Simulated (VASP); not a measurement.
# ZnS (F-43m) in VASP: further runs

ZnS is run at these levels: PBE; tasks: single point, relaxation of the atoms.

All numbers are computed with VASP 6.6.1; they aren't measurements. Logs are shortened: lines on timing, memory, paths and dates and some standing lists are left out, and cuts for length are marked.

## (1) The cell of the first run

It takes space group F-43m (No. 216, cubic). Conventional cell: a = 5.297 Å, b = 5.297 Å, c = 5.297 Å, α = 90.00°, β = 90.00°, γ = 90.00°. Zn (site symmetry -43m) has 4 S at 2.29 Å within 3.0 Å. Within 3.0 Å of S (site symmetry -43m) lie 4 Zn at 2.29 Å.

## (2) Single point, PBE (strained cell)

INCAR

```
SYSTEM = ZnS
ALGO = Normal
EDIFF = 1E-6
ENCUT = 520
GGA = PE
ISIF = 2
ISMEAR = 0
LASPH = .TRUE.
LCHARG = .FALSE.
LREAL = .FALSE.
LWAVE = .FALSE.
NBANDS = 16
NELM = 80
PREC = Accurate
SIGMA = 0.02
```

KPOINTS

```
k-points
0
G
  10 10 10
  0 0 0
```

POSCAR

```
ZnS
1.0
    0.0000000000      2.6483808356      2.6483808356
    2.6483808356      0.0000000000      2.6483808356
    2.6483808356      2.6483808356      0.0000000000
Zn S
1 1
Direct
    0.0000000000      0.0000000000      0.0000000000
    0.7500000000      0.7500000000      0.7500000000
```

Potentials or basis: VASP PAW PBE potentials, release 64 (Zn, S).

Command:

```bash
$ cat potpaw_PBE.64/Zn/POTCAR potpaw_PBE.64/S/POTCAR > POTCAR
$ mpirun -np 1 vasp_std > vasp.out
```

OUTCAR:

```text
SYSTEM = ZnS
   EDIFF = 1E-6
   ENCUT = 520
   GGA = PE
   ISIF = 2
   ISMEAR = 0
   LASPH = .TRUE.
   LREAL = .FALSE.
   NELM = 80
   PREC = Accurate

 ion  position               nearest neighbor table
   1  0.000  0.000  0.000-   2 2.29   2 2.29   2 2.29   2 2.29
   2  0.750  0.750  0.750-   1 2.29   1 2.29   1 2.29   1 2.29

  LATTYP: Found a face centered cubic cell.
 ALAT       =     5.2967616712

  Lattice vectors:

 A1 = (   0.0000000000,   2.6483808356,   2.6483808356)
 A2 = (   2.6483808356,   0.0000000000,   2.6483808356)
 A3 = (   2.6483808356,   2.6483808356,   0.0000000000)

Analysis of symmetry for initial positions (statically):
=====================================================================
 Subroutine PRICEL returns:
 Original cell was already a primitive cell.

 Routine SETGRP: Setting up the symmetry group for a
 face centered cubic supercell.

 Subroutine GETGRP returns: Found 24 space group operations
 (whereof 24 operations were pure point group operations)
 out of a pool of 48 trial point group operations.

The static configuration has the point symmetry T_d .

Analysis of symmetry for dynamics (positions and initial velocities):
=====================================================================
 Subroutine PRICEL returns:
 Original cell was already a primitive cell.

 Routine SETGRP: Setting up the symmetry group for a
 face centered cubic supercell.

 Subroutine GETGRP returns: Found 24 space group operations
 (whereof 24 operations were pure point group operations)
 out of a pool of 48 trial point group operations.

The dynamic configuration has the point symmetry T_d .

 Subroutine INISYM returns: Found 24 space group operations
 (whereof 24 operations are pure point group operations),
 and found     1 'primitive' translations

----------------------------------------------------------------------------------------

                                     Primitive cell

  volume of cell :      37.1511

  direct lattice vectors                    reciprocal lattice vectors
     0.000000000  2.648380836  2.648380836    -0.188794600  0.188794600  0.188794600
     2.648380836  0.000000000  2.648380836     0.188794600 -0.188794600  0.188794600
     2.648380836  2.648380836  0.000000000     0.188794600  0.188794600 -0.188794600

  length of vectors
     3.745376096  3.745376096  3.745376096     0.327001839  0.327001839  0.327001839

  position of ions in fractional coordinates (direct lattice)
     0.000000000  0.000000000  0.000000000
     0.750000000  0.750000000  0.750000000

  ion indices of the primitive-cell ions
   primitive index   ion index
                 1           1
                 2           2

----------------------------------------------------------------------------------------

 KPOINTS: k-points

Automatic generation of k-mesh.
 Grid dimensions read from file:
 generate k-points for:   10   10   10

 Generating k-lattice:

  Cartesian coordinates                     Fractional coordinates (reciprocal lattice)
    -0.018879460  0.018879460  0.018879460     0.100000000  0.000000000  0.000000000
     0.018879460 -0.018879460  0.018879460     0.000000000  0.100000000  0.000000000
     0.018879460  0.018879460 -0.018879460     0.000000000  0.000000000  0.100000000

  Length of vectors
     0.032700184  0.032700184  0.032700184

  Shift w.r.t. Gamma in fractional coordinates (k-lattice)
     0.000000000  0.000000000  0.000000000

 Subroutine IBZKPT returns following result:
 ===========================================

 Found     47 irreducible k-points:

 Following reciprocal coordinates:
            Coordinates               Weight
  0.000000  0.000000  0.000000      1.000000
  0.100000  0.000000  0.000000      8.000000
  0.200000  0.000000  0.000000      8.000000
  0.300000  0.000000  0.000000      8.000000
  0.400000  0.000000  0.000000      8.000000
  0.500000  0.000000  0.000000      4.000000
[... 16 lines left out ...]
  0.300000  0.300000  0.000000      6.000000
  0.400000  0.300000  0.000000     24.000000
 [... further k-points ...]
   k-points           NKPTS =     47   k-points in BZ     NKDIM =     47   number of bands    NBANDS=     16
   number of dos      NEDOS =    301   number of ions     NIONS =      2
   total plane-waves  NPLWV =  21952
   dimension x,y,z NGX =    28 NGY =   28 NGZ =   28
   dimension x,y,z NGXF=    56 NGYF=   56 NGZF=   56
   ions per type =               1   1
   NGX,Y,Z   is equivalent  to a cutoff of  12.43, 12.43, 12.43 a.u.
   NGXF,Y,Z  is equivalent  to a cutoff of  24.86, 24.86, 24.86 a.u.
 SYSTEM =  ZnS
   PREC   = accura    normal or accurate (medium, high low for compatibility)
   ISTART =      0    job   : 0-new  1-cont  2-samecut
   ICHARG =      2    charge: 1-file 2-atom 10-const
   ISPIN  =      1    spin polarized calculation?
   LNONCOLLINEAR =      F non collinear calculations
   LSORBIT =      F    spin-orbit coupling
   LASPH  =      T    aspherical Exc in radial PAW
   ENCUT  =  520.0 eV  38.22 Ry    6.18 a.u.   6.96  6.96  6.96*2*pi/ulx,y,z
   NELM   =     80;   NELMIN=  2; NELMDL= -5     # of ELM steps
   EDIFF  = 0.1E-05   stopping-criterion for ELM
   LREAL  =      F    real-space projection
   EDIFFG = 0.1E-04   stopping-criterion for IOM
   NSW    =      0    number of steps for IOM
   IBRION =     -1    ionic relax: 0-MD 1-quasi-New 2-CG
   NFREE  =      0    steps in history (QN), initial steepest desc. (CG)
   ISIF   =      2    stress and relaxation
   ISYM   =      2    0-nonsym 1-usesym 2-fastsym
   POTIM  = 0.5000    time-step for ionic-motion
   TEBEG  =    0.0;   TEEND  =   0.0 temperature during run
   PSTRESS=    0.0 pullay stress
   NELECT =      18.0000    total number of electrons
   NUPDOWN=      -1.0000    fix difference up-down
   EMIN   =  10.00;   EMAX   =-10.00  energy-range for DOS
   EFERMI =   0.00;   METHOD = LEGACY
   ISMEAR =     0;   SIGMA  =   0.02  broadening in eV -4-tet -1-fermi 0-gaus
   EFERMI_NEDOS =   21; number of points for ismear=-14 and -15
   IALGO  =     38    algorithm
   IMIX   =      4    mixing-type and parameters
     AMIX     =   0.40;   BMIX     =  1.00
     AMIX_MAG =   1.60;   BMIX_MAG =  1.00
  volume/ion in A,a.u.               =      18.58       125.35
  Fermi-wavevector in a.u.,A,eV,Ry     =   1.285805  2.429820 22.494450  1.653295
  Thomas-Fermi vector in A             =   2.417918
   LORBIT       =      0    0 simple, 1 ext, 2 COOP (PROOUT), +10 PAW based schemes
   GGA     = PE    functional components
   LHFCALC =     F    Hartree Fock is set to
   AEXX    =    0.0000 exact exchange contribution
   IVDW    =     0    specifies the selected vdW correction
   LEPSILON=     F    determine dielectric tensor
   LRPA    =     F    only Hartree local field effects (RPA)
 non-spin polarized calculation
 Gauss-broadening in eV      SIGMA  =   0.02
  energy-cutoff  :      520.00
  volume of cell :       37.15
 maximum number of plane-waves:      1012
   NGX = 13   NGY = 13   NGZ = 13

 number of electron      18.0000014 magnetization

 Free energy of the ion-electron system (eV)
  ---------------------------------------------------
  ext. energy  EPLUGINS =         0.00000000
  ---------------------------------------------------
  free energy    TOTEN  =        -6.78568682 eV

  energy without entropy =       -6.78568682  energy(sigma->0) =       -6.78568682

 E-fermi :   2.7997     XC(G=0):  -9.9164

 val. band max:        2.6884915284   @ k =   0.0000   0.0000   0.0000
 cond. band min:       5.0711370498   @ k =   0.0000   0.0000   0.0000
 fundamental gap:      2.3826455214
 Fermi energy:         2.7997074710

 k-point     1 :       0.0000    0.0000    0.0000
  band No.  band energies     occupation
      1     -10.8907      2.00000
      2      -3.9106      2.00000
      3      -3.9106      2.00000
      4      -3.9106      2.00000
      5      -3.3381      2.00000
      6      -3.3381      2.00000
[... 8 lines left out ...]
     15      14.5172      0.00000
     16      14.8986      0.00000

 k-point     2 :       0.1000    0.0000    0.0000
  band No.  band energies     occupation
      1     -10.8070      2.00000
      2      -3.9143      2.00000
      3      -3.8949      2.00000
      4      -3.8949      2.00000
      5      -3.3397      2.00000
      6      -3.3397      2.00000
[... 8 lines left out ...]
     15      14.0559      0.00000
     16      15.4868      0.00000

 k-point     3 :       0.2000    0.0000    0.0000
  band No.  band energies     occupation
      1     -10.5751      2.00000
      2      -3.9057      2.00000
      3      -3.8563      2.00000
      4      -3.8563      2.00000
      5      -3.3399      2.00000
      6      -3.3399      2.00000
[... 8 lines left out ...]
     15      13.6231      0.00000
     16      15.4093      0.00000

 k-point     4 :       0.3000    0.0000    0.0000
  band No.  band energies     occupation
      1     -10.2576      2.00000
      2      -3.8274      2.00000
      3      -3.8152      2.00000
      4      -3.8152      2.00000
      5      -3.3302      2.00000
      6      -3.3302      2.00000
[... 8 lines left out ...]
     15      14.0247      0.00000
     16      14.8216      0.00000

 k-point     5 :       0.4000    0.0000    0.0000
  band No.  band energies     occupation
      1      -9.9686      2.00000
      2      -3.7890      2.00000
      3      -3.7890      2.00000
      4      -3.5871      2.00000
      5      -3.3123      2.00000
      6      -3.3123      2.00000
[... 8 lines left out ...]
     15      15.2250      0.00000
     16      15.2250      0.00000

 k-point     6 :       0.5000    0.0000    0.0000
  band No.  band energies     occupation
      1      -9.8486      2.00000
      2      -3.7810      2.00000
      3      -3.7810      2.00000
      4      -3.3026      2.00000
      5      -3.3026      2.00000
      6      -3.1361      2.00000
[... 8 lines left out ...]
     15      16.2480      0.00000
     16      16.2480      0.00000

 k-point     7 :       0.1000    0.1000    0.0000
  band No.  band energies     occupation
      1     -10.7791      2.00000
      2      -3.9295      2.00000
      3      -3.8824      2.00000
      4      -3.8824      2.00000
      5      -3.3513      2.00000
      6      -3.3297      2.00000
[... 8 lines left out ...]
     15      14.6482      0.00000
     16      15.7936      0.00000

 k-point     8 :       0.2000    0.1000    0.0000
  band No.  band energies     occupation
      1     -10.5963      2.00000
      2      -3.9367      2.00000
      3      -3.8461      2.00000
      4      -3.8439      2.00000
      5      -3.3612      2.00000
      6      -3.3221      2.00000
[... 8 lines left out ...]
     15      14.5094      0.00000
     16      16.4559      0.00000

 k-point     9 :       0.3000    0.1000    0.0000
  band No.  band energies     occupation
      1     -10.3055      2.00000
      2      -3.8969      2.00000
      3      -3.7991      2.00000
      4      -3.7963      2.00000
      5      -3.3565      2.00000
      6      -3.3121      2.00000
[... 8 lines left out ...]
     15      14.7139      0.00000
     16      15.8368      0.00000
[... 172 lines left out ...]
 k-point    19 :       0.5000    0.2000    0.0000
  band No.  band energies     occupation
      1      -9.7401      2.00000
      2      -3.8118      2.00000
      3      -3.6944      2.00000
      4      -3.5143      2.00000
      5      -3.2931      2.00000
      6      -3.1753      2.00000
[... 8 lines left out ...]
     15      16.3175      0.00000
     16      17.5297      0.00000

 k-point    20 :      -0.4000    0.2000    0.0000
  band No.  band energies     occupation
      1      -9.7125      2.00000
      2      -3.7857      2.00000
      3      -3.7043      2.00000
      4      -3.4130      2.00000
      5      -3.3199      2.00000
      6      -3.1245      2.00000
[... 8 lines left out ...]
     15      14.8311      0.00000
     16      17.3438      0.00000

 k-point    21 :      -0.3000    0.2000    0.0000
  band No.  band energies     occupation
      1      -9.8782      2.00000
      2      -3.7792      2.00000
      3      -3.7370      2.00000
      4      -3.6193      2.00000
      5      -3.3508      2.00000
      6      -3.2715      2.00000
[... 8 lines left out ...]
     15      16.2181      0.00000
     16      17.3766      0.00000

 k-point    22 :      -0.2000    0.2000    0.0000
  band No.  band energies     occupation
      1     -10.1501      2.00000
      2      -3.8228      2.00000
      3      -3.7866      2.00000
      4      -3.7841      2.00000
      5      -3.3642      2.00000
      6      -3.2947      2.00000
[... 8 lines left out ...]
     15      15.8076      0.00000
     16      17.6053      0.00000

 k-point    23 :       0.3000    0.3000    0.0000
  band No.  band energies     occupation
      1     -10.0447      2.00000
      2      -4.0027      2.00000
      3      -3.6836      2.00000
      4      -3.6835      2.00000
      5      -3.3785      2.00000
      6      -3.2801      2.00000
[... 8 lines left out ...]
     15      15.5990      0.00000
     16      19.8426      0.00000

 k-point    24 :       0.4000    0.3000    0.0000
  band No.  band energies     occupation
      1      -9.8163      2.00000
      2      -3.9720      2.00000
      3      -3.6318      2.00000
      4      -3.6237      2.00000
      5      -3.3190      2.00000
      6      -3.2711      2.00000
[... 8 lines left out ...]
     15      16.1722      0.00000
     16      18.9625      0.00000

 [... further k-points ...]
[... 5 lines left out ...]
  --------------------------------------------------------------------------------------
  -------------------------------------------------------------------------------------
  Total        1.6210247      1.6210247      1.6210247     -0.0000000      0.0000000      0.0000000
  in kB       69.9083273     69.9083273     69.9083273     -0.0000000      0.0000000      0.0000000
  external PRESSURE =      69.9083273 kB  Pullay stress =       0.0000000 kB

 VOLUME and BASIS-vectors are now :
 -----------------------------------------------------------------------------
  energy-cutoff  :      520.00
  volume of cell :       37.15
      direct lattice vectors                 reciprocal lattice vectors
     0.000000000  2.648380836  2.648380836    -0.188794600  0.188794600  0.188794600
     2.648380836  0.000000000  2.648380836     0.188794600 -0.188794600  0.188794600
     2.648380836  2.648380836  0.000000000     0.188794600  0.188794600 -0.188794600

 POSITION                                       TOTAL-FORCE (eV/Angst)
 -----------------------------------------------------------------------------------
      0.00000      0.00000      0.00000         0.000000      0.000000      0.000000
      3.97257      3.97257      3.97257        -0.000000     -0.000000     -0.000000
 -----------------------------------------------------------------------------------
    total drift:                               -0.000002     -0.000002     -0.000002

  FREE ENERGIE OF THE ION-ELECTRON SYSTEM (eV)
  ---------------------------------------------------
  free  energy   TOTEN  =        -6.7856868223 eV

  energy  without entropy=       -6.7856868223  energy(sigma->0) =       -6.78568682
```

It took 29 s on 1 thread of Intel Xeon 8259CL, shared host; peak memory 0.17 GiB.

What came out:

```yaml
Free_energy: -6.7857 eV
Pressure: 7.0 GPa
Band_gap_on_the_k_mesh: 2.38 eV
```

Caveat: the cell differs from its parent crystal (strained cell); the cell stands under pressure.

## (3) Relaxation of the atoms, PBE (strained cell)

INCAR

```
SYSTEM = ZnS
ALGO     = Normal         ! electronic algorithm
EDIFF    = 1E-6           ! SCF threshold, eV
EDIFFG   = -0.002         ! ionic threshold
ENCUT    = 520            ! plane-wave cutoff, eV
GGA      = PE             ! functional
IBRION   = 2              ! ionic algorithm
ISIF     = 2              ! what is computed and relaxed
ISMEAR   = 0              ! smearing method
LASPH    = .TRUE.         ! aspherical terms in the spheres
LCHARG   = .FALSE.        ! write CHGCAR
LREAL    = .FALSE.        ! projectors in reciprocal space
LWAVE    = .FALSE.        ! write WAVECAR
NELM     = 60             ! most SCF steps
NSW      = 60             ! ionic steps
PREC     = Accurate       ! precision mode
SIGMA    = 0.02           ! smearing width, eV
```

KPOINTS is that of step 2.

POSCAR is that of step 2.

Potentials or basis: VASP PAW PBE potentials, release 64 (Zn, S).

Command:

```bash
$ cat potpaw_PBE.64/Zn/POTCAR potpaw_PBE.64/S/POTCAR > POTCAR
$ mpirun -np 1 vasp_std > vasp.out
```

OUTCAR:

```text
SYSTEM = ZnS
   EDIFF = 1E-6
   EDIFFG = -0.002
   ENCUT = 520
   GGA = PE
   IBRION = 2
   ISIF = 2
   ISMEAR = 0
   LASPH = .TRUE.
   LREAL = .FALSE.
   NELM = 60
   NSW = 60
   PREC = Accurate

 ion  position               nearest neighbor table
   1  0.000  0.000  0.000-   2 2.29   2 2.29   2 2.29   2 2.29
   2  0.750  0.750  0.750-   1 2.29   1 2.29   1 2.29   1 2.29

  LATTYP: Found a face centered cubic cell.
 ALAT       =     5.2967616712

  Lattice vectors:

[... 564 lines left out ...]
      9       0.7329      2.00000
     10       6.6546      0.00000
     11       7.4537      0.00000
     12      11.6727      0.00000
     13      12.5943      0.00000

 [... further k-points ...]
[... 5 lines left out ...]
  --------------------------------------------------------------------------------------
  -------------------------------------------------------------------------------------
  Total        1.6199288      1.6199288      1.6199288     -0.0000000      0.0000000      0.0000000
  in kB       69.8610670     69.8610670     69.8610670     -0.0000000      0.0000000      0.0000000
  external PRESSURE =      69.8610670 kB  Pullay stress =       0.0000000 kB

 VOLUME and BASIS-vectors are now :
 -----------------------------------------------------------------------------
  energy-cutoff  :      520.00
  volume of cell :       37.15
      direct lattice vectors                 reciprocal lattice vectors
     0.000000000  2.648380836  2.648380836    -0.188794600  0.188794600  0.188794600
     2.648380836  0.000000000  2.648380836     0.188794600 -0.188794600  0.188794600
     2.648380836  2.648380836  0.000000000     0.188794600  0.188794600 -0.188794600

 POSITION                                       TOTAL-FORCE (eV/Angst)
 -----------------------------------------------------------------------------------
      0.00000      0.00000      0.00000        -0.000000      0.000000     -0.000000
      3.97257      3.97257      3.97257         0.000000     -0.000000      0.000000
 -----------------------------------------------------------------------------------
    total drift:                               -0.000002     -0.000002     -0.000002

  FREE ENERGIE OF THE ION-ELECTRON SYSTEM (eV)
  ---------------------------------------------------
  free  energy   TOTEN  =        -6.7856868026 eV

  energy  without entropy=       -6.7856868026  energy(sigma->0) =       -6.78568680

 reached required accuracy - stopping structural energy minimisation
```

It took 20 s on 1 thread of Intel Xeon 8259CL, shared host; peak memory 0.17 GiB.

What came out:

```yaml
Free_energy: -6.7857 eV
Pressure_after_relaxing: 7.0 GPa
Band_gap_on_the_k_mesh: 2.38 eV
```

Final structure:
```
Zn S
1.0
     0.00000    2.64838    2.64838
     2.64838    0.00000    2.64838
     2.64838    2.64838    0.00000
Zn S
1 1
Direct
  0.00000 0.00000 0.00000
  0.75000 0.75000 0.75000
```

Caveat: the cell differs from its parent crystal (strained cell); the relaxation stopped at its first step, so nothing moved.
